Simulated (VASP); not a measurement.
The system is BeS.

```
CELL_PARAMETERS angstrom
2.89535 0.00000 0.00000
-1.44767 2.50744 0.00000
0.00000 0.00000 4.71941
ATOMIC_POSITIONS crystal
Be 0.00000 0.00000 0.00000
Be 0.00000 0.00000 0.50000
S 0.33333 0.66667 0.25000
S 0.66667 0.33333 0.75000
```

| Property | Result |
| --- | --- |
| Program | VASP 6.6.1 |
| Task | relaxation of cell and atoms |
| Functional | PBEsol |
| Potentials or basis | VASP PAW PBE potentials, release 64 (Be, S) |
| Cutoff | 600 eV |
| k mesh | 9 × 9 × 4 |
| Occupations | fermi-dirac, width 0.03 eV |
| Spin | no spin polarisation |

At the start: pressure 75.3 GPa; volume 8.57 Å³/atom.

Where does the relaxation end?

Over 7 steps the energy falls by 631.2 meV/atom and the volume is 12.07 Å³/atom (+40.9 %); space group P6_3/mmc (No. 194, to 0.05 Å).

The path:
```
step  energy change (eV)  largest force (eV/Å)  pressure (GPa)  volume (Å³)
   1              0.0000                0.0000           75.28        34.26
   2             -1.9743                0.0000          -15.06        58.34
   3             -2.5222                0.0000            0.32        48.17
   4             -2.5222                0.0000           -0.41        48.48
   5             -2.5245                0.0000           -0.38        48.46
   6             -2.5247                0.0000           -0.36        48.45
   7             -2.5248                0.0000            0.09        48.26
```

Final structure:
```yaml
crystal:
  lattice:
    - [3.27125, 0.00000, 0.00000]
    - [-1.63563, 2.83299, 0.00000]
    - [0.00000, 0.00000, 5.20766]
  atoms:
    - { symbol: Be, position: [0.00000, 0.00000, 0.00000] }
    - { symbol: Be, position: [0.00000, 0.00000, 0.50000] }
    - { symbol: S, position: [0.33333, 0.66667, 0.25000] }
    - { symbol: S, position: [0.66667, 0.33333, 0.75000] }
```

Caveat: the volume moved by over 15 % at a fixed basis, so the end points are rough; the PAW data sets were made with another functional, which shifts forces and pressure a little.
